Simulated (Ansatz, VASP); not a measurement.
## H2CO2: VASP beside Ansatz

```
CELL_PARAMETERS angstrom
7.54340 0.00000 0.00000
-3.77170 6.53278 0.00000
0.00000 0.00000 20.56081
ATOMIC_POSITIONS crystal
O 0.27183 0.21044 0.66473
O 0.95338 0.93498 0.65097
C 0.11422 0.02487 0.68006
H 0.23196 0.25834 0.62547
H 0.15363 0.96525 0.72361
```

Alike in both runs: task single point; functional PBE; dispersion D3(BJ); k mesh 3 × 3 × 1; occupations gaussian, width 0.1 eV; no spin polarisation.

|  | VASP | Ansatz |
| --- | --- | --- |
| version | VASP 6.6.1 | Ansatz 0.2.0 |
| potentials or method | VASP PAW PBE potentials, release 64 (O, C, H), cutoff 520 eV | scalar-relativistic, plane waves, PAW |
| valence electrons in the cell | 18 | 18 |

|  | VASP | Ansatz | Ansatz less VASP |
| --- | --- | --- | --- |
| gap on the k mesh at the Fermi level (eV) | 5.31 | 5.31 | +0.001 |
| rms of the force components (eV/Å) | 0.216 | 0.216 | +0.0008 |

One of these differences is far larger than is usual between the two programs; its cause wasn't traced.

Noted on VASP's run: the standard files for N, O and F lose accuracy on very short bonds.
